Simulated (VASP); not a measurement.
Crystal: Zn.

```
CELL_PARAMETERS angstrom
2.66480 0.00000 0.00000
-1.33240 2.30778 0.00000
0.00000 0.00000 4.94670
ATOMIC_POSITIONS crystal
Zn 0.33333 0.66667 0.25000
Zn 0.66667 0.33333 0.75000
```

- Program: VASP 6.6.1
- Task: relaxation of cell and atoms
- Functional: PBEsol
- Potentials or basis: VASP PAW PBE potentials, release 64 (Zn)
- Cutoff: 600 eV
- k mesh: 22 × 22 × 10
- Occupations: fermi-dirac, width 0.05 eV
- Spin: no spin polarisation

At the start: pressure -5.1 GPa; volume 15.21 Å³/atom.

Where does the relaxation end?

Over 10 steps the energy falls by 16.6 meV/atom and the volume is 14.16 Å³/atom (-6.9 %); space group P6_3/mmc (No. 194, to 0.1 Å) before and after.

The path:
```csv
step,energy change (eV),largest force (eV/Å),pressure (GPa),volume (Å³)
1,0.0000,0.0000,-5.06,30.42
2,-0.0311,0.0000,0.74,28.35
3,-0.0318,0.0000,-0.08,28.59
4,-0.0323,0.0000,-0.11,28.54
5,-0.0331,0.0000,0.03,28.41
6,-0.0331,0.0000,-0.01,28.37
7,-0.0331,0.0000,0.01,28.30
8,-0.0331,0.0000,-0.16,28.33
9,-0.0331,0.0000,0.23,28.32
10,-0.0331,0.0000,0.00,28.32
```

Final structure:
```
CELL_PARAMETERS angstrom
2.61788 0.00000 0.00000
-1.30894 2.26715 0.00000
0.00000 0.00000 4.77228
ATOMIC_POSITIONS crystal
Zn 0.33333 0.66667 0.25000
Zn 0.66667 0.33333 0.75000
```

Caveat: the PAW data sets were made with another functional, which shifts forces and pressure a little.
